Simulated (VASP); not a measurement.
# BaS in VASP: a series of runs

The runs below take BaS through single point, with PBE.

Everything below comes from runs of VASP 6.6.1. Logs are shortened: lines on timing, memory, paths and dates and some standing lists are left out, and cuts for length are marked.

### Step 1. The cell of the first run

The structure is orthorhombic, space group Immm (No. 71). Conventional cell: a = 4.485 Å, b = 4.599 Å, c = 6.424 Å, α = 90.00°, β = 90.00°, γ = 90.00°. Ba (site symmetry mmm) has 6 S at 3.21 Å within 4.2 Å. Within 4.2 Å of S (site symmetry mmm) lie 6 Ba at 3.21 Å.

### Step 2. Single point, PBE (shear xy strain +2.5%)

INCAR reads:

```
SYSTEM = BaS
ALGO = Normal
EDIFF = 1E-7
ENCUT = 520
GGA = PE
ISIF = 2
ISMEAR = 0
LASPH = .TRUE.
LCHARG = .FALSE.
LREAL = .FALSE.
LWAVE = .FALSE.
NBANDS = 15
NELM = 100
PREC = Accurate
SIGMA = 0.01
```

KPOINTS reads:

```
k-points
0
G
  4 4 4
  0 0 0
```

POSCAR reads:

```
BaS
1.0
    0.0401474484      3.2117958753      3.2117958753
    3.2117958753      0.0401474484      3.2117958753
    3.2519433238      3.2519433238      0.0000000001
Ba S
1 1
Direct
    0.0000000000      0.0000000000      0.0000000000
    0.5000000000      0.5000000000      0.5000000000
```

Potentials or basis: VASP PAW PBE potentials, release 64 (Ba_sv, S).

Started as:

```
$ cat potpaw_PBE.64/Ba_sv/POTCAR potpaw_PBE.64/S/POTCAR > POTCAR
$ mpirun -np 1 vasp_std > vasp.out
```

OUTCAR:

```text
SYSTEM = BaS
   EDIFF = 1E-7
   ENCUT = 520
   GGA = PE
   ISIF = 2
   ISMEAR = 0
   LASPH = .TRUE.
   LREAL = .FALSE.
   NELM = 100
   PREC = Accurate

 ion  position               nearest neighbor table
   1  0.000  0.000  0.000-   2 3.21   2 3.21   2 3.21   2 3.21   2 3.21   2 3.21
   2  0.500  0.500  0.500-   1 3.21   1 3.21   1 3.21   1 3.21   1 3.21   1 3.21

  LATTYP: Found a body centered orthorhombic cell.
 ALAT       =     4.4853882204
 B/A-ratio  =     1.0253164557
 C/A-ratio  =     1.4321149998

  Lattice vectors:

 A1 = (   3.2117958754,   0.0401474485,  -3.2117958752)
 A2 = (  -3.2117958753,  -0.0401474484,  -3.2117958753)
 A3 = (   0.0401474484,   3.2117958753,   3.2117958753)

Analysis of symmetry for initial positions (statically):
=====================================================================
 Subroutine PRICEL returns:
 Original cell was already a primitive cell.

 Routine SETGRP: Setting up the symmetry group for a
 body centered orthorhombic supercell.

 Subroutine GETGRP returns: Found  8 space group operations
 (whereof  8 operations were pure point group operations)
 out of a pool of  8 trial point group operations.

The static configuration has the point symmetry D_2h.

Analysis of symmetry for dynamics (positions and initial velocities):
=====================================================================
 Subroutine PRICEL returns:
 Original cell was already a primitive cell.

 Routine SETGRP: Setting up the symmetry group for a
 body centered orthorhombic supercell.

 Subroutine GETGRP returns: Found  8 space group operations
 (whereof  8 operations were pure point group operations)
 out of a pool of  8 trial point group operations.

The dynamic configuration has the point symmetry D_2h.

 Subroutine INISYM returns: Found  8 space group operations
 (whereof  8 operations are pure point group operations),
 and found     1 'primitive' translations

----------------------------------------------------------------------------------------

                                     Primitive cell

  volume of cell :      66.2531

  direct lattice vectors                    reciprocal lattice vectors
     0.040147448  3.211795875  3.211795875    -0.157646729  0.157646729  0.155676145
     3.211795875  0.040147448  3.211795875     0.157646729 -0.157646729  0.155676145
     3.251943324  3.251943324  0.000000000     0.153754217  0.153754217 -0.155676145

  length of vectors
     4.542342711  4.542342711  4.598942353     0.271919187  0.271919187  0.267424346

  position of ions in fractional coordinates (direct lattice)
     0.000000000  0.000000000  0.000000000
     0.500000000  0.500000000  0.500000000

  ion indices of the primitive-cell ions
   primitive index   ion index
                 1           1
                 2           2

----------------------------------------------------------------------------------------

 KPOINTS: k-points

Automatic generation of k-mesh.
 Grid dimensions read from file:
 generate k-points for:    4    4    4

 Generating k-lattice:

  Cartesian coordinates                     Fractional coordinates (reciprocal lattice)
    -0.039411682  0.039411682  0.038919036     0.250000000  0.000000000 -0.000000000
     0.039411682 -0.039411682  0.038919036     0.000000000  0.250000000 -0.000000000
     0.038438554  0.038438554 -0.038919036     0.000000000  0.000000000  0.250000000

  Length of vectors
     0.067979797  0.067979797  0.066856086

  Shift w.r.t. Gamma in fractional coordinates (k-lattice)
     0.000000000  0.000000000  0.000000000

 Subroutine IBZKPT returns following result:
 ===========================================

 Found     18 irreducible k-points:

 Following reciprocal coordinates:
            Coordinates               Weight
  0.000000  0.000000  0.000000      1.000000
  0.250000  0.000000 -0.000000      4.000000
  0.500000  0.000000 -0.000000      2.000000
  0.250000  0.250000  0.000000      2.000000
  0.500000  0.250000  0.000000      4.000000
 -0.250000  0.250000  0.000000      2.000000
[... 10 lines left out ...]
  0.250000  0.250000  0.500000      2.000000
 -0.250000  0.250000  0.500000      2.000000
   k-points           NKPTS =     18   k-points in BZ     NKDIM =     18   number of bands    NBANDS=     15
   number of dos      NEDOS =    301   number of ions     NIONS =      2
   total plane-waves  NPLWV =  46656
   dimension x,y,z NGX =    36 NGY =   36 NGZ =   36
   dimension x,y,z NGXF=    72 NGYF=   72 NGZF=   72
   ions per type =               1   1
   NGX,Y,Z   is equivalent  to a cutoff of  13.18, 13.18, 13.01 a.u.
   NGXF,Y,Z  is equivalent  to a cutoff of  26.35, 26.35, 26.03 a.u.
 SYSTEM =  BaS
   PREC   = accura    normal or accurate (medium, high low for compatibility)
   ISTART =      0    job   : 0-new  1-cont  2-samecut
   ICHARG =      2    charge: 1-file 2-atom 10-const
   ISPIN  =      1    spin polarized calculation?
   LNONCOLLINEAR =      F non collinear calculations
   LSORBIT =      F    spin-orbit coupling
   LASPH  =      T    aspherical Exc in radial PAW
   ENCUT  =  520.0 eV  38.22 Ry    6.18 a.u.   8.45  8.45  8.55*2*pi/ulx,y,z
   NELM   =    100;   NELMIN=  2; NELMDL= -5     # of ELM steps
   EDIFF  = 0.1E-06   stopping-criterion for ELM
   LREAL  =      F    real-space projection
   EDIFFG = 0.1E-05   stopping-criterion for IOM
   NSW    =      0    number of steps for IOM
   IBRION =     -1    ionic relax: 0-MD 1-quasi-New 2-CG
   NFREE  =      0    steps in history (QN), initial steepest desc. (CG)
   ISIF   =      2    stress and relaxation
   ISYM   =      2    0-nonsym 1-usesym 2-fastsym
   POTIM  = 0.5000    time-step for ionic-motion
   TEBEG  =    0.0;   TEEND  =   0.0 temperature during run
   PSTRESS=    0.0 pullay stress
   NELECT =      16.0000    total number of electrons
   NUPDOWN=      -1.0000    fix difference up-down
   EMIN   =  10.00;   EMAX   =-10.00  energy-range for DOS
   EFERMI =   0.00;   METHOD = LEGACY
   ISMEAR =     0;   SIGMA  =   0.01  broadening in eV -4-tet -1-fermi 0-gaus
   EFERMI_NEDOS =   21; number of points for ismear=-14 and -15
   IALGO  =     38    algorithm
   IMIX   =      4    mixing-type and parameters
     AMIX     =   0.40;   BMIX     =  1.00
     AMIX_MAG =   1.60;   BMIX_MAG =  1.00
  volume/ion in A,a.u.               =      33.13       223.55
  Fermi-wavevector in a.u.,A,eV,Ry     =   1.019482  1.926541 14.141124  1.039343
  Thomas-Fermi vector in A             =   2.152998
   LORBIT       =      0    0 simple, 1 ext, 2 COOP (PROOUT), +10 PAW based schemes
   GGA     = PE    functional components
   LHFCALC =     F    Hartree Fock is set to
   AEXX    =    0.0000 exact exchange contribution
   IVDW    =     0    specifies the selected vdW correction
   LEPSILON=     F    determine dielectric tensor
   LRPA    =     F    only Hartree local field effects (RPA)
 non-spin polarized calculation
 Gauss-broadening in eV      SIGMA  =   0.01
  energy-cutoff  :      520.00
  volume of cell :       66.25
 maximum number of plane-waves:      1811
 NGX is ok and might be reduce to    36
   NGX = 17   NGY = 17   NGZ = 17

 number of electron      16.0000001 magnetization

 Free energy of the ion-electron system (eV)
  ---------------------------------------------------
  ext. energy  EPLUGINS =         0.00000000
  ---------------------------------------------------
  free energy    TOTEN  =       -10.18482337 eV

  energy without entropy =      -10.18482337  energy(sigma->0) =      -10.18482337

 E-fermi :   1.4701     XC(G=0):  -8.5550

 val. band max:        1.4059000634   @ k =   0.0000   0.0000   0.0000
 cond. band min:       3.5028203009   @ k =   0.5000   0.5000   0.0000
 fundamental gap:      2.0969202374
 Fermi energy:         1.4701253137

 k-point     1 :       0.0000    0.0000    0.0000
  band No.  band energies     occupation
      1     -24.7642      2.00000
      2      -9.8230      2.00000
      3      -9.8212      2.00000
      4      -9.8186      2.00000
      5      -8.9588      2.00000
      6       1.3474      2.00000
      7       1.3742      2.00000
      8       1.4059      2.00000
      9       4.8708      0.00000
     10       5.1346      0.00000
     11       5.2479      0.00000
     12       5.3361      0.00000
     13       6.1465      0.00000
     14       6.1468      0.00000
     15      10.0790      0.00000

 k-point     2 :       0.2500    0.0000   -0.0000
  band No.  band energies     occupation
      1     -24.7427      2.00000
      2     -10.4912      2.00000
      3      -9.8432      2.00000
      4      -9.8403      2.00000
      5      -8.2448      2.00000
      6       0.2573      2.00000
      7       0.7165      2.00000
      8       0.7737      2.00000
      9       5.4556      0.00000
     10       6.0194      0.00000
     11       6.1463      0.00000
     12       6.7095      0.00000
     13       7.7129      0.00000
     14       7.7173      0.00000
     15      11.9486      0.00000

 k-point     3 :       0.5000    0.0000   -0.0000
  band No.  band energies     occupation
      1     -24.7211      2.00000
      2     -10.8812      2.00000
      3      -9.8657      2.00000
      4      -9.8572      2.00000
      5      -7.8070      2.00000
      6      -0.5234      2.00000
      7       0.2523      2.00000
      8       0.3231      2.00000
      9       6.8608      0.00000
     10       7.0102      0.00000
     11       7.5738      0.00000
     12       7.7521      0.00000
     13      10.1878      0.00000
     14      10.1945      0.00000
     15      10.2156      0.00000
[... 235 lines left out ...]
 k-point    17 :       0.2500    0.2500    0.5000
  band No.  band energies     occupation
      1     -24.7254      2.00000
      2     -10.6356      2.00000
      3     -10.0303      2.00000
      4      -9.8585      2.00000
      5      -8.0467      2.00000
      6      -0.1684      2.00000
      7       0.4693      2.00000
      8       0.9032      2.00000
      9       5.9164      0.00000
     10       6.5661      0.00000
     11       6.7245      0.00000
     12       7.2271      0.00000
     13       9.0140      0.00000
     14      10.0033      0.00000
     15      10.9965      0.00000

 k-point    18 :      -0.2500    0.2500    0.5000
  band No.  band energies     occupation
      1     -24.7104      2.00000
      2     -10.3074      2.00000
      3     -10.1665      2.00000
      4     -10.1157      2.00000
      5      -8.3705      2.00000
      6       0.2820      2.00000
      7       0.8513      2.00000
      8       0.8931      2.00000
      9       5.6159      0.00000
     10       5.6646      0.00000
     11       7.5640      0.00000
     12       8.1385      0.00000
     13       8.8361      0.00000
     14      10.7572      0.00000
     15      11.7420      0.00000

------------------------ aborting loop because EDIFF is reached ----------------------------------------

  FORCE on cell =-STRESS in cart. coord.  units (eV):
  Direction    XX          YY          ZZ          XY          YZ          ZX
  --------------------------------------------------------------------------------------
  -------------------------------------------------------------------------------------
  Total        0.2850138      0.2850138      0.2794594     -0.1947550     -0.0000000     -0.0000000
  in kB        6.8924019      6.8924019      6.7580794     -4.7097013     -0.0000000     -0.0000000
  external PRESSURE =       6.8476277 kB  Pullay stress =       0.0000000 kB

 VOLUME and BASIS-vectors are now :
 -----------------------------------------------------------------------------
  energy-cutoff  :      520.00
  volume of cell :       66.25
      direct lattice vectors                 reciprocal lattice vectors
     0.040147448  3.211795875  3.211795875    -0.157646729  0.157646729  0.155676145
     3.211795875  0.040147448  3.211795875     0.157646729 -0.157646729  0.155676145
     3.251943324  3.251943324  0.000000000     0.153754217  0.153754217 -0.155676145

 POSITION                                       TOTAL-FORCE (eV/Angst)
 -----------------------------------------------------------------------------------
      0.00000      0.00000      0.00000        -0.000000      0.000000      0.000000
      3.25194      3.25194      3.21180         0.000000     -0.000000     -0.000000
 -----------------------------------------------------------------------------------
    total drift:                                0.000000      0.000000      0.000000

  FREE ENERGIE OF THE ION-ELECTRON SYSTEM (eV)
  ---------------------------------------------------
  free  energy   TOTEN  =       -10.1848233709 eV

  energy  without entropy=      -10.1848233709  energy(sigma->0) =      -10.18482337
```

It took 16 s on 1 thread of AMD EPYC 9R45 (Zen 5), shared host; peak memory 0.18 GiB.

Results:

```yaml
Free_energy: -10.1848 eV
Pressure: 0.7 GPa
Band_gap_on_the_k_mesh: 2.10 eV, indirect (least direct gap 2.24 eV)
```

Levels at points of the mesh, in eV from the valence-band top:
```
           k point  band 5  band 6  band 7  band 8  band 9  band 10  band 11  band 12
(0.00, 0.00, 0.00)  -10.36   -0.06   -0.03    0.00    3.46     3.73     3.84     3.93
(0.50, 0.00, 0.00)   -9.21   -1.93   -1.15   -1.08    5.45     5.60     6.17     6.35
(0.50, 0.50, 0.00)  -10.27   -0.57   -0.21   -0.14    2.10     5.86     5.89     7.35
(0.00, 0.00, 0.50)   -9.19   -1.94   -1.09   -1.02    5.40     5.61     6.10     6.24
(0.50, 0.00, 0.50)  -10.27   -0.58   -0.18   -0.18    2.10     5.84     5.88     7.29
```

Caveat: the k points lie up to 0.43 Å⁻¹ apart; the cell differs from its parent crystal (shear xy strain +2.5%); spin-orbit coupling is left out, which moves the levels of the heavy elements.

[end of part 1 of 2]
